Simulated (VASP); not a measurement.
Input of a VASP 6.6.1 run:

Contents of POSCAR:

```
N
1.0
    7.0338500000      0.0000000000      0.0000000000
    0.0000000000      7.0338500000      0.0000000000
    0.0000000000      0.0000000000      7.0338500000
N
12
Direct
    0.0560850032      0.6060295639      0.2765454614
    0.1294298543      0.6567992013      0.1491590027
    0.7695795615      0.1996605862      0.3669896674
    0.7706023755      0.1657281139      0.5187231763
    0.1319214050      0.3012335926      0.8493667302
    0.2018461856      0.3449543833      0.7177307637
    0.5990786167      0.6327216008      0.1556777190
    0.5842976575      0.5192338712      0.0503081428
    0.3525808741      0.8791485015      0.6474521906
    0.3320701931      0.9276062763      0.5010943859
    0.8776200350      0.7349254418      0.7143111190
    0.7650674386      0.6574695672      0.6399827410
```

The input INCAR.step1:

```
ALGO = Normal
EDIFF = 1E-5
ENCUT = 1080
GGA = PE
GGA_COMPAT = F
ISMEAR = -1
LASPH = T
LCHARG = F
LREAL = F
LWAVE = T
NBANDS = 42
NELM = 120
PREC = Accurate
SIGMA = 0.02
```

INCAR.step2

```
ALGO = Normal
EDIFF = 1E-6
ENCUT = 1080
GGA_COMPAT = F
ISIF = 2
ISMEAR = -1
ISTART = 1
LASPH = T
LCHARG = F
LMIXTAU = T
LREAL = F
LWAVE = F
METAGGA = R2SCAN
NBANDS = 42
NELM = 120
PREC = Accurate
SIGMA = 0.02
```

File KPOINTS:

```
k-points
0
Gamma
  1 1 1
```

Potentials or basis: VASP PAW PBE potentials, release 64 (N_h).

Run with:

```console
$ cat potpaw_PBE.64/N_h/POTCAR > POTCAR
$ cp INCAR.step1 INCAR
$ mpirun -np 1 vasp_gam > vasp.out
$ cp INCAR.step2 INCAR
$ mpirun -np 1 vasp_gam > vasp.out
```

Task: Predict the largest force.

Result: 0.176 eV/Å.

Task: Predict the pressure.

Result: 0.0 GPa.

Stress tensor (GPa, compression positive):
```
 0.09 -0.05 -0.04
-0.05 -0.06 -0.01
-0.04 -0.01 -0.06
```

Caveat: the k points lie up to 0.89 Å⁻¹ apart, too coarse for converged energies, forces and pressures; the PAW data sets were made with another functional, which shifts forces and pressure a little.
